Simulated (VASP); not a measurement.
Wanted: the native input for a VASP 6.6.1 run.

| Property | Result |
| --- | --- |
| Task | single point |
| Functional | PBEsol |
| Potentials or basis | VASP PAW PBE potentials, release 64 (Al) |
| Cutoff | 520 eV |
| k mesh | 16 × 16 × 16 |
| Occupations | fermi-dirac, width 0.1 eV |
| Spin | no spin polarisation |
| Dipole correction | no |
| Further INCAR settings | ALGO = Normal; EDIFF = 1e-07; NBANDS = 8 |

The structure of Al lies in POSCAR:

```
Al
1.0
    0.0000000000      1.8318666690      1.8318666690
    1.8318666690      0.0000000000      1.8318666690
    1.8318666690      1.8318666690      0.0000000000
Al
1
Direct
    0.0000000000      0.0000000000      0.0000000000
```

This cell differs from its parent crystal: volume scaled by 0.76.

These files were run (other wordings do the same):

INCAR

```
  PREC = Accurate
  ENCUT = 520
  EDIFF = 1E-7
  ISMEAR = -1
  SIGMA = 0.1
  LREAL = False
  LASPH = True
  NELM = 80
  ALGO = Normal
  ISIF = 2
  LWAVE = False
  LCHARG = False
  GGA = PS
  NBANDS = 8
```

KPOINTS

```
Automatic mesh
0
Gamma
  16 16 16
```

Potentials or basis: VASP PAW PBE potentials, release 64 (Al).

The run is started by

```sh
$ cat potpaw_PBE.64/Al/POTCAR > POTCAR
$ mpirun -np 1 vasp_std > vasp.out
```

It gave:

```yaml
Pressure: 41.7 GPa
```

Caveat: the PAW data sets were made with another functional, which shifts forces and pressure a little.

Run time: 20 s on 1 thread of AMD EPYC 7R13 (shared host), peak memory 0.1 GiB.
